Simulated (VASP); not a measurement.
Sr: single point with LDA

Sr:

```
Sr
1.0
     3.25022    0.00000    0.00000
    -1.62511    2.81477    0.00000
     0.00000    0.00000   10.52186
Sr
4
Direct
  0.00000 0.00000 0.00000
  0.00000 0.00000 0.50000
  0.33333 0.66667 0.25000
  0.66667 0.33333 0.75000
```

```json
{"Program": "VASP 6.6.1", "Task": "single point", "Functional": "LDA", "Potentials or basis": "VASP PAW LDA potentials, release 64 (Sr_sv)", "Cutoff": "520 eV", "k mesh": "11 × 11 × 3", "Occupations": "fermi-dirac, width 0.05 eV", "Spin": "no spin polarisation"}
```

```json
{"Pressure": "25.3 GPa", "Band gap on the k mesh": "zero (band 20 reaches 5.62 eV, above the bottom of band 21 at 4.70 eV)"}
```

Levels at points of the mesh, in eV from the Fermi level:
```tsv
k point	band 16	band 17	band 18	band 19	band 20	band 21	band 22	band 23	band 24	band 25
(0.00, 0.00, 0.00)	-16.38	-3.81	-1.95	-1.92	-1.57	2.03	2.09	2.85	2.85	2.98
```

It took 47 s on 1 thread of Intel(R) Xeon(R) Platinum 8488C (Sapphire Rapids) (shared host), peak memory 0.2 GiB.
